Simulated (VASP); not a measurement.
A run of VASP 6.6.1:

The input INCAR:

```
SYSTEM = In
PREC = Accurate
ENCUT = 520
EDIFF = 1E-6
ISMEAR = -1
SIGMA = 0.1
LREAL = .FALSE.
LASPH = .TRUE.
NELM = 80
ALGO = Normal
ISIF = 2
LWAVE = .FALSE.
LCHARG = .FALSE.
GGA = PE
NBANDS = 12
```

Contents of KPOINTS:

```
Automatic mesh
0
G
  10 10 10
  0 0 0
```

Contents of POSCAR:

```
In
1.0
   -1.6145604767      1.6145604767      2.4570974863
    1.6145604767     -1.6145604767      2.4570974863
    1.6145604767      1.6145604767     -2.4570974863
In
1
Direct
    0.0000000000      0.0000000000      0.0000000000
```

Potentials or basis: VASP PAW PBE potentials, release 64 (In_d).

Launch:

```sh
$ cat potpaw_PBE.64/In_d/POTCAR > POTCAR
$ mpirun -np 1 vasp_std > vasp.out
```

Hardware: 1 thread of Intel Xeon 8259CL, with other jobs on the host.

Problem. Estimate the wall time of this run.

Solution. Run time: 38 s on 1 thread of Intel Xeon 8259CL (shared host), peak memory 0.17 GiB. Counts: scf iterations 10, k points 102.
